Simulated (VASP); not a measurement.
# InP (F-43m) in VASP: notebook

InP is run at these levels: LDA; tasks: single point, relaxation of cell and atoms.

All numbers are computed with VASP 6.6.1; they aren't measurements. Logs are shortened: lines on timing, memory, paths and dates and some standing lists are left out, and cuts for length are marked.

**1. The cell of the first run**

The structure is cubic, space group F-43m (No. 216). The conventional cell has a = 5.904 Å, b = 5.904 Å, c = 5.904 Å, α = 90.00°, β = 90.00°, γ = 90.00°. In (site symmetry -43m) has 4 P at 2.56 Å within 3.4 Å. Within 3.4 Å of P (site symmetry -43m) lie 4 In at 2.56 Å.

**2. Single point, LDA**

Input file INCAR:

```
SYSTEM = InP
  ALGO = Normal
  EDIFF = 1E-7
  ENCUT = 520
  GGA = CA
  ISIF = 2
  ISMEAR = 0
  LASPH = .True.
  LCHARG = .False.
  LREAL = .False.
  LWAVE = .False.
  NBANDS = 16
  NELM = 60
  PREC = Accurate
  SIGMA = 0.1
```

Input file KPOINTS:

```
k-points
0
Gamma
  6 6 6
  0 0 0
```

Input file POSCAR:

```
InP
1.0
    0.0000000000      2.9519763900      2.9519763900
    2.9519763900      0.0000000000      2.9519763900
    2.9519763900      2.9519763900      0.0000000000
In P
1 1
Direct
    0.0000000000      0.0000000000      0.0000000000
    0.7500000000      0.7500000000      0.7500000000
```

Potentials or basis: VASP PAW LDA potentials, release 64 (In_d, P).

On the command line:

```bash
> cat potpaw_LDA.64/In_d/POTCAR potpaw_LDA.64/P/POTCAR > POTCAR
> mpirun -np 1 vasp_std > vasp.out
```

OUTCAR:

```text
SYSTEM = InP
   EDIFF = 1E-7
   ENCUT = 520
   GGA = CA
   ISIF = 2
   ISMEAR = 0
   LASPH = .True.
   LREAL = .False.
   NELM = 60
   PREC = Accurate

 ion  position               nearest neighbor table
   1  0.000  0.000  0.000-   2 2.56   2 2.56   2 2.56   2 2.56
   2  0.750  0.750  0.750-   1 2.56   1 2.56   1 2.56   1 2.56

  LATTYP: Found a face centered cubic cell.
 ALAT       =     5.9039527800

  Lattice vectors:

 A1 = (   0.0000000000,   2.9519763900,   2.9519763900)
 A2 = (   2.9519763900,   0.0000000000,   2.9519763900)
 A3 = (   2.9519763900,   2.9519763900,   0.0000000000)

Analysis of symmetry for initial positions (statically):
=====================================================================
 Subroutine PRICEL returns:
 Original cell was already a primitive cell.

 Routine SETGRP: Setting up the symmetry group for a
 face centered cubic supercell.

 Subroutine GETGRP returns: Found 24 space group operations
 (whereof 24 operations were pure point group operations)
 out of a pool of 48 trial point group operations.

The static configuration has the point symmetry T_d .

Analysis of symmetry for dynamics (positions and initial velocities):
=====================================================================
 Subroutine PRICEL returns:
 Original cell was already a primitive cell.

 Routine SETGRP: Setting up the symmetry group for a
 face centered cubic supercell.

 Subroutine GETGRP returns: Found 24 space group operations
 (whereof 24 operations were pure point group operations)
 out of a pool of 48 trial point group operations.

The dynamic configuration has the point symmetry T_d .

 Subroutine INISYM returns: Found 24 space group operations
 (whereof 24 operations are pure point group operations),
 and found     1 'primitive' translations

----------------------------------------------------------------------------------------

                                     Primitive cell

  volume of cell :      51.4480

  direct lattice vectors                    reciprocal lattice vectors
     0.000000000  2.951976390  2.951976390    -0.169378048  0.169378048  0.169378048
     2.951976390  0.000000000  2.951976390     0.169378048 -0.169378048  0.169378048
     2.951976390  2.951976390  0.000000000     0.169378048  0.169378048 -0.169378048

  length of vectors
     4.174725047  4.174725047  4.174725047     0.293371386  0.293371386  0.293371386

[... 70 lines left out ...]
   NELM   =     60;   NELMIN=  2; NELMDL= -5     # of ELM steps
   EDIFF  = 0.1E-06   stopping-criterion for ELM
   LREAL  =      F    real-space projection
   EDIFFG = 0.1E-05   stopping-criterion for IOM
   NSW    =      0    number of steps for IOM
   IBRION =     -1    ionic relax: 0-MD 1-quasi-New 2-CG
   NFREE  =      0    steps in history (QN), initial steepest desc. (CG)
   ISIF   =      2    stress and relaxation
   ISYM   =      2    0-nonsym 1-usesym 2-fastsym
   POTIM  = 0.5000    time-step for ionic-motion
   TEBEG  =    0.0;   TEEND  =   0.0 temperature during run
   PSTRESS=    0.0 pullay stress
   NELECT =      18.0000    total number of electrons
   NUPDOWN=      -1.0000    fix difference up-down
   EMIN   =  10.00;   EMAX   =-10.00  energy-range for DOS
   EFERMI =   0.00;   METHOD = LEGACY
   ISMEAR =     0;   SIGMA  =   0.10  broadening in eV -4-tet -1-fermi 0-gaus
   EFERMI_NEDOS =   21; number of points for ismear=-14 and -15
   IALGO  =     38    algorithm
   IMIX   =      4    mixing-type and parameters
     AMIX     =   0.40;   BMIX     =  1.00
     AMIX_MAG =   1.60;   BMIX_MAG =  1.00
  volume/ion in A,a.u.               =      25.72       173.59
  Fermi-wavevector in a.u.,A,eV,Ry     =   1.153567  2.179925 18.105499  1.330717
  Thomas-Fermi vector in A             =   2.290210
   LORBIT       =      0    0 simple, 1 ext, 2 COOP (PROOUT), +10 PAW based schemes
   GGA     = CA    functional components
   LHFCALC =     F    Hartree Fock is set to
   AEXX    =    0.0000 exact exchange contribution
   IVDW    =     0    specifies the selected vdW correction
   LEPSILON=     F    determine dielectric tensor
   LRPA    =     F    only Hartree local field effects (RPA)
 non-spin polarized calculation
 Gauss-broadening in eV      SIGMA  =   0.10
  energy-cutoff  :      520.00
  volume of cell :       51.45
 maximum number of plane-waves:      1411
   NGX = 15   NGY = 15   NGZ = 15

 number of electron      18.0000008 magnetization

 Free energy of the ion-electron system (eV)
  ---------------------------------------------------
  ext. energy  EPLUGINS =         0.00000000
  ---------------------------------------------------
  free energy    TOTEN  =        -9.64398778 eV

  energy without entropy =       -9.64396715  energy(sigma->0) =       -9.64397747

 E-fermi :   4.9839     XC(G=0):  -9.5152

 val. band max:        4.7770371736   @ k =   0.0000   0.0000   0.0000
 cond. band min:       5.1651906759   @ k =   0.0000   0.0000   0.0000
 fundamental gap:      0.3881535023
 Fermi energy:         4.9838611508

 k-point     1 :       0.0000    0.0000    0.0000
  band No.  band energies     occupation
      1      -9.3739      2.00000
      2      -9.3739      2.00000
      3      -9.3739      2.00000
      4      -9.2300      2.00000
      5      -9.2300      2.00000
      6      -6.6210      2.00000
[... 281 lines left out ...]
      3      -9.2828      2.00000
      4      -9.2572      2.00000
      5      -9.2094      2.00000
      6      -4.2366      2.00000
[... 8 lines left out ...]
     15      15.9086      0.00000
     16      16.5520      0.00000

------------------------ aborting loop because EDIFF is reached ----------------------------------------

  FORCE on cell =-STRESS in cart. coord.  units (eV):
  Direction    XX          YY          ZZ          XY          YZ          ZX
  --------------------------------------------------------------------------------------
  -------------------------------------------------------------------------------------
  Total       -0.8244175     -0.8244175     -0.8244175      0.0000000      0.0000000      0.0000000
  in kB      -25.6737399    -25.6737399    -25.6737399      0.0000000      0.0000000      0.0000000
  external PRESSURE =     -25.6737399 kB  Pullay stress =       0.0000000 kB

 VOLUME and BASIS-vectors are now :
 -----------------------------------------------------------------------------
  energy-cutoff  :      520.00
  volume of cell :       51.45
      direct lattice vectors                 reciprocal lattice vectors
     0.000000000  2.951976390  2.951976390    -0.169378048  0.169378048  0.169378048
     2.951976390  0.000000000  2.951976390     0.169378048 -0.169378048  0.169378048
     2.951976390  2.951976390  0.000000000     0.169378048  0.169378048 -0.169378048

 POSITION                                       TOTAL-FORCE (eV/Angst)
 -----------------------------------------------------------------------------------
      0.00000      0.00000      0.00000        -0.000000     -0.000000     -0.000000
      4.42796      4.42796      4.42796         0.000000      0.000000      0.000000
 -----------------------------------------------------------------------------------
    total drift:                                0.000000      0.000000      0.000000

  FREE ENERGIE OF THE ION-ELECTRON SYSTEM (eV)
  ---------------------------------------------------
  free  energy   TOTEN  =        -9.6439877772 eV

  energy  without entropy=       -9.6439671545  energy(sigma->0) =       -9.64397747
```

Wall time 15 s (1 thread of Intel Xeon 8259CL, shared host); peak memory 0.15 GiB.

What came out:

| Item | Value |
| --- | --- |
| Free energy | -9.6440 eV |
| Pressure | -2.6 GPa |
| Band gap on the k mesh | 0.39 eV |

Levels at points of the mesh, in eV from the valence-band top:
```
           k point  band 7  band 8  band 9  band 10  band 11  band 12
(0.00, 0.00, 0.00)    0.00    0.00    0.00     0.39     3.96     3.96
(0.50, 0.00, 0.00)   -5.72   -0.96   -0.96     1.27     4.69     4.69
(0.50, 0.50, 0.00)   -5.77   -2.29   -2.29     1.63     2.12     8.86
```

Caveat: semilocal functionals underestimate gaps, and a narrow one can read as zero; spin-orbit coupling is left out, which moves the levels of the heavy elements.

**3. Single point, LDA**

This run uses another cell than the first one, of 24.73 Å³/atom.

Input file INCAR:

```
SYSTEM = InP
PREC     = Accurate       ! precision mode
ENCUT    = 520            ! plane-wave cutoff, eV
EDIFF    = 1E-6           ! SCF threshold, eV
ISMEAR   = 0              ! smearing method
SIGMA    = 0.02           ! smearing width, eV
LREAL    = .False.        ! projectors in reciprocal space
LASPH    = .True.         ! aspherical terms in the spheres
NELM     = 80             ! most SCF steps
ALGO     = Normal         ! electronic algorithm
ISIF     = 2              ! what is computed and relaxed
LWAVE    = .False.        ! write WAVECAR
LCHARG   = .True.         ! write CHGCAR
LELF     = .True.         ! ELF
LVHAR    = .True.       
NBANDS   = 16             ! bands
```

Input file KPOINTS:

```
Automatic mesh
0
Gamma
  14 14 14
  0 0 0
```

Input file POSCAR:

```
InP
1.0
    0.0000000000      2.9135177457      2.9135177457
    2.9135177457      0.0000000000      2.9135177457
    2.9135177457      2.9135177457      0.0000000000
In P
1 1
Direct
    0.0000000000      0.0000000000      0.0000000000
    0.7500000000      0.7500000000      0.7500000000
```

Potentials or basis: VASP PAW LDA potentials, release 64 (In_d, P).

On the command line:

```bash
> cat potpaw_LDA.64/In_d/POTCAR potpaw_LDA.64/P/POTCAR > POTCAR
> mpirun -np 1 vasp_std > vasp.out
```

Wall time 88 s (1 thread of Intel Xeon 8259CL, shared host); peak memory 0.21 GiB.

The run converged. Its results:

| Quantity | Value |
| --- | --- |
| Free energy | -9.6747 eV |
| Pressure | 0.0 GPa |
| Band gap on the k mesh | 0.61 eV |

Levels at points of the mesh, in eV from the valence-band top:
| k point | band 6 | band 7 | band 8 | band 9 | band 10 | band 11 | band 12 | band 13 |
| --- | --- | --- | --- | --- | --- | --- | --- | --- |
| (0.00, 0.00, 0.00) | -11.67 | 0.00 | 0.00 | 0.00 | 0.61 | 3.96 | 3.96 | 3.96 |
| (0.50, 0.00, 0.00) | -9.85 | -5.92 | -1.02 | -1.02 | 1.37 | 4.71 | 4.71 | 6.93 |
| (0.50, 0.50, 0.00) | -9.16 | -5.94 | -2.42 | -2.42 | 1.57 | 2.12 | 9.10 | 9.55 |

Caveat: semilocal functionals underestimate gaps, and a narrow one can read as zero; spin-orbit coupling is left out, which moves the levels of the heavy elements.

**4. Relaxation of cell and atoms, LDA**

Input file INCAR:

```
PREC = Accurate
ENCUT = 600
EDIFF = 1E-7
ISMEAR = 0
SIGMA = 0.02
LREAL = False
LASPH = True
NELM = 60
ALGO = Normal
ISIF = 3
LWAVE = False
LCHARG = False
GGA = CA
IBRION = 2
NSW = 100
EDIFFG = -0.002
```

Input file KPOINTS:

```
Automatic mesh
0
Gamma
  14 14 14
```

Input file POSCAR:

```
InP
1.0
    0.0000000000      2.9519763900      2.9519763900
    2.9519763900      0.0000000000      2.9519763900
    2.9519763900      2.9519763900      0.0000000000
In P
1 1
Direct
    0.0000000000      0.0000000000      0.0000000000
    0.7500000000      0.7500000000      0.7500000000
```

On the command line:

```bash
> cat potpaw_LDA.64/In_d/POTCAR potpaw_LDA.64/P/POTCAR > POTCAR
> mpirun -np 1 vasp_std > vasp.out
```

Run time: 8.5 min. Hardware: 1 thread of Intel Xeon 8259CL, shared host; peak memory 0.25 GiB.

It converged, with:

```yaml
Free_energy: -9.6750 eV
Relaxed_volume: 24.75 Å³/atom
Relaxed_cell: a = 4.122 Å, b = 4.122 Å, c = 4.122 Å, α = 60.00°, β = 60.00°, γ = 60.00°
Space_group_after_relaxing_to_0.1_Å: F-43m (No. 216)
Energy_gained_by_relaxing: 7.8 meV/atom
Ionic_steps: 6
Pressure_after_relaxing: 0.0 GPa
Band_gap_on_the_k_mesh: 0.60 eV
```

Step by step:
```tsv
step	energy change (eV)	largest force (eV/Å)	pressure (GPa)	volume (Å³)
1	0.0000	0.0000	-2.52	51.45
2	-0.0109	0.0000	1.55	48.50
3	-0.0157	0.0000	-0.02	49.52
4	-0.0157	0.0000	0.05	49.48
5	-0.0157	0.0000	-0.03	49.53
6	-0.0157	0.0000	0.01	49.51
```

Final structure:
```yaml
crystal:
  lattice:
    - [0.00000, 2.91442, 2.91442]
    - [2.91442, 0.00000, 2.91442]
    - [2.91442, 2.91442, 0.00000]
  atoms:
    - { symbol: In, position: [0.00000, 0.00000, 0.00000] }
    - { symbol: P, position: [0.75000, 0.75000, 0.75000] }
```

Levels at points of the mesh, in eV from the valence-band top:
```
           k point  band 7  band 8  band 9  band 10  band 11  band 12
(0.00, 0.00, 0.00)    0.00    0.00    0.00     0.60     3.96     3.96
(0.50, 0.00, 0.00)   -5.92   -1.01   -1.01     1.37     4.71     4.71
(0.50, 0.50, 0.00)   -5.93   -2.41   -2.41     1.57     2.12     9.10
```

Caveat: semilocal functionals underestimate gaps, and a narrow one can read as zero; spin-orbit coupling is left out, which moves the levels of the heavy elements.

**5. Summary**

| task | cell | k mesh | cutoff (eV) | smearing | gap on the mesh (eV) | pressure (GPa) |
| --- | --- | --- | --- | --- | --- | --- |
| single point | a = 4.175 Å, angles 60.0°, 2 atoms | 6 × 6 × 6 | 520 | gaussian 0.1 eV | 0.39 | -2.6 |
| single point | a = 4.120 Å, angles 60.0°, 2 atoms | 14 × 14 × 14 | 520 | gaussian 0.02 eV | 0.61 | 0.0 |
| relaxation of cell and atoms | relaxed from a = 4.175 Å, angles 60.0°, 2 atoms | 14 × 14 × 14 | 600 | gaussian 0.02 eV | 0.60 | 0.0 |

Alike in all rows: level LDA; potentials or basis VASP PAW LDA potentials, release 64 (In_d, P); no spin polarisation.

Caveats: semilocal functionals underestimate gaps, and a narrow one can read as zero; spin-orbit coupling is left out, which moves the levels of the heavy elements.

Absolute energies hang on the potentials; compare differences alone.
